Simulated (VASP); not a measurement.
Here is a VASP 6.6.1 calculation.

Contents of INCAR:

```
ALGO = Normal ; EDIFF = 1E-6
ENCUT = 520 ; GGA = PE
ISIF = 2 ; ISMEAR = 0
LASPH = T ; LCHARG = F
LREAL = F ; LWAVE = F
NBANDS = 16 ; NELM = 80
PREC = Accurate ; SIGMA = 0.05
```

Contents of KPOINTS:

```
k-points
0
Gamma
  12 12 6
```

Contents of POSCAR:

```
SiC
1.0
    3.0917664073      0.0000000000      0.0000000000
   -1.5458832036      2.6775482513      0.0000000000
    0.0000000000      0.0000000000      5.0740211774
Si C
2 2
Direct
    0.3333333333      0.6666666667      0.0045635313
    0.6666666667      0.3333333333      0.5045635313
    0.2611833113      0.6138491848      0.3410199994
    0.6666666667      0.3333333333      0.8804364687
```

Potentials or basis: VASP PAW PBE potentials, release 64 (Si, C).

The run is started by

```console
$ cat potpaw_PBE.64/Si/POTCAR potpaw_PBE.64/C/POTCAR > POTCAR
$ mpirun -np 1 vasp_std > vasp.out
```

(1) Estimate the band gap on the k mesh.

(2) Predict the largest force.

Results:

(1) 1.21 eV, indirect (least direct gap 3.47 eV).

(2) 6.025 eV/Å.

Caveat: the cell differs from its parent crystal (atom 3 (C) moved by (-0.200, -0.200) A along [1 1 0] and z); forces of over 1 eV/Å act on the atoms, so gaps and moduli don't describe the material at rest.
